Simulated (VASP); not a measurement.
TiSn:

```
CELL_PARAMETERS angstrom
0.00000 2.80055 2.80055
2.80055 0.00000 2.80055
2.80055 2.80055 0.00000
ATOMIC_POSITIONS crystal
Ti 0.00000 0.00000 0.00000
Sn 0.50000 0.50000 0.50000
```

Program: VASP 6.6.1. Alike in all runs: task single point; no spin polarisation; cell as given; cutoff (eV) 520; smearing fermi-dirac 0.05 eV.

**Question.** Order these runs on this cell by their pressure, lowest first.
A. level PBE; potentials or basis VASP PAW PBE potentials, release 64 (Ti_sv, Sn_d); k mesh 8 × 8 × 8
B. level LDA; potentials or basis VASP PAW LDA potentials, release 64 (Ti_sv, Sn_d); k mesh 5 × 5 × 5
C. level PBEsol; potentials or basis VASP PAW PBE potentials, release 64 (Ti_sv, Sn_d); k mesh 5 × 5 × 5
D. level BLYP; potentials or basis VASP PAW PBE potentials, release 64 (Ti_sv, Sn_d); k mesh 5 × 5 × 5
E. level RPBE; potentials or basis VASP PAW PBE potentials, release 64 (Ti_sv, Sn_d); k mesh 5 × 5 × 5

**Answer.** B (-6.3 GPa), C (-3.7 GPa), A (0.0 GPa), E (2.2 GPa), D (4.1 GPa).

Caveats: some runs use coarse meshes; the PAW data sets were made with another functional, which shifts forces and pressure a little (some runs).
